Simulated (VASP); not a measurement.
# SrO (Fm-3m) in VASP: further runs, part 2 of 2

VASP 6.6.1.

## Step 3: Single point, PBEsol

This run uses another cell than the first one, of 16.80 Å³/atom, 0.989 times its volume.

Input file INCAR:

```
SYSTEM = SrO
PREC = Accurate
ENCUT = 600
EDIFF = 1E-6
ISMEAR = -1
SIGMA = 0.03
LREAL = .FALSE.
LASPH = .TRUE.
NELM = 120
ALGO = Normal
ISIF = 2
LWAVE = .FALSE.
LCHARG = .FALSE.
GGA = PS
NBANDS = 15
GGA_COMPAT = .FALSE.
```

Input file KPOINTS:

```
Automatic mesh
0
G
  8 8 8
  0 0 0
```

Input file POSCAR:

```
SrO
1.0
    0.0000000000      2.5609078853      2.5609078853
    2.5609078853      0.0000000000      2.5609078853
    2.5609078853      2.5609078853      0.0000000000
Sr O
1 1
Direct
    0.0000000000      0.0000000000      0.0000000000
    0.5000000000      0.5000000000      0.5000000000
```

Potentials or basis: VASP PAW PBE potentials, release 64 (Sr_sv, O).

Command:

```sh
$ cat potpaw_PBE.64/Sr_sv/POTCAR potpaw_PBE.64/O/POTCAR > POTCAR
$ mpirun -np 1 vasp_std > vasp.out
```

OUTCAR:

```text
SYSTEM = SrO
   PREC = Accurate
   ENCUT = 600
   EDIFF = 1E-6
   ISMEAR = -1
   LREAL = .FALSE.
   LASPH = .TRUE.
   NELM = 120
   ISIF = 2
   GGA = PS

 ion  position               nearest neighbor table
   1  0.000  0.000  0.000-   2 2.56   2 2.56   2 2.56   2 2.56   2 2.56   2 2.56
   2  0.500  0.500  0.500-   1 2.56   1 2.56   1 2.56   1 2.56   1 2.56   1 2.56

  LATTYP: Found a face centered cubic cell.
 ALAT       =     5.1218157706

  Lattice vectors:

[... 617 lines left out ...]
 [... further k-points ...]

------------------------ aborting loop because EDIFF is reached ----------------------------------------

  FORCE on cell =-STRESS in cart. coord.  units (eV):
  Direction    XX          YY          ZZ          XY          YZ          ZX
  --------------------------------------------------------------------------------------
  -------------------------------------------------------------------------------------
  Total        0.1245864      0.1245864      0.1245864      0.0000000      0.0000000      0.0000000
  in kB        5.9425005      5.9425005      5.9425005      0.0000000      0.0000000      0.0000000
  external PRESSURE =       5.9425005 kB  Pullay stress =       0.0000000 kB

 VOLUME and BASIS-vectors are now :
 -----------------------------------------------------------------------------
  energy-cutoff  :      600.00
  volume of cell :       33.59
      direct lattice vectors                 reciprocal lattice vectors
     0.000000000  2.560907885  2.560907885    -0.195243258  0.195243258  0.195243258
     2.560907885  0.000000000  2.560907885     0.195243258 -0.195243258  0.195243258
     2.560907885  2.560907885  0.000000000     0.195243258  0.195243258 -0.195243258

 POSITION                                       TOTAL-FORCE (eV/Angst)
 -----------------------------------------------------------------------------------
      0.00000      0.00000      0.00000         0.000000      0.000000      0.000000
      2.56091      2.56091      2.56091        -0.000000     -0.000000     -0.000000
 -----------------------------------------------------------------------------------
    total drift:                                0.000000      0.000000      0.000000

  FREE ENERGIE OF THE ION-ELECTRON SYSTEM (eV)
  ---------------------------------------------------
  free  energy   TOTEN  =       -12.6405035348 eV

  energy  without entropy=      -12.6405035348  energy(sigma->0) =      -12.64050353
```

stdout:

```text
POSCAR found type information on POSCAR SrO
 POSCAR found :  2 types and       2 ions
 scaLAPACK will be used
 -----------------------------------------------------------------------------
|                                                                             |
|                                                                             |
|     You enforced a specific xc type in the INCAR file but a different       |
|     I HOPE YOU KNOW WHAT YOU ARE DOING!                                     |
|                                                                             |
 -----------------------------------------------------------------------------

 LDA part: xc-table for (Slater+PW92), standard interpolation
 POSCAR, INCAR and KPOINTS ok, starting setup
 FFT: planning ... GRIDC
 FFT: planning ... GRID_SOFT
 FFT: planning ... GRID
 WAVECAR not read
 entering main loop
```

It took 27 s on 1 thread of Intel Xeon 8259CL, shared host; peak memory 0.18 GiB.

What came out:

```
Free energy            : -12.6405 eV
Pressure               : 0.6 GPa
Band gap on the k mesh : 3.15 eV, indirect (least direct gap 3.23 eV)
```

Levels at points of the mesh, in eV from the valence-band top:
| k point | band 5 | band 6 | band 7 | band 8 | band 9 | band 10 | band 11 | band 12 |
| --- | --- | --- | --- | --- | --- | --- | --- | --- |
| (0.00, 0.00, 0.00) | -13.84 | 0.00 | 0.00 | 0.00 | 3.91 | 6.19 | 6.19 | 6.19 |
| (0.50, 0.00, 0.00) | -12.64 | -2.25 | -1.18 | -1.18 | 6.54 | 8.38 | 8.91 | 8.91 |
| (0.50, 0.50, 0.00) | -14.23 | -0.42 | -0.08 | -0.08 | 3.15 | 7.85 | 10.27 | 10.32 |

Caveat: the PAW data sets were made with another functional, which shifts forces and pressure a little. A k mesh can miss the band edges.
